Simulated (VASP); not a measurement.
Runs of VASP 6.6.1 on La. The structure is that of space group P6/mmm (No. 191), or close to it. The cells are those of the table. 

```csv
cell,k mesh,gap on the mesh (eV),pressure (GPa)
"a = 6.006, b = 6.006, c = 3.691 Å, angles 90.0, 90.0, 120.0°, 3 atoms",7 × 7 × 10,none,1.1
"a = 6.247, b = 6.247, c = 3.839 Å, angles 90.0, 90.0, 120.0°, 3 atoms",7 × 7 × 10,none,(b)
"a = 5.922, b = 5.922, c = 3.639 Å, angles 90.0, 90.0, 120.0°, 3 atoms",7 × 7 × 10,none,(a)
"a = 6.089, b = 6.089, c = 3.742 Å, angles 90.0, 90.0, 120.0°, 3 atoms",6 × 6 × 9,none,0.0
"a = 5.835, b = 5.835, c = 3.585 Å, angles 90.0, 90.0, 120.0°, 3 atoms",7 × 7 × 10,none,4.0
```

Alike in all rows: task single point; level BLYP; potentials or basis VASP PAW PBE potentials, release 64 (La); no spin polarisation; cutoff (eV) 520; smearing fermi-dirac 0.1 eV.

**Question.** Fill in the values left out.

**Answer.** (a) 2.4; (b) -1.8.

Caveats: the PAW data sets were made with another functional, which shifts forces and pressure a little; spin-orbit coupling is left out, which moves the levels of the heavy elements.

A k mesh can miss the band edges, and the runs leave out spin-orbit coupling on La.

A gap of «none» marks levels without a gap at the run's occupations.
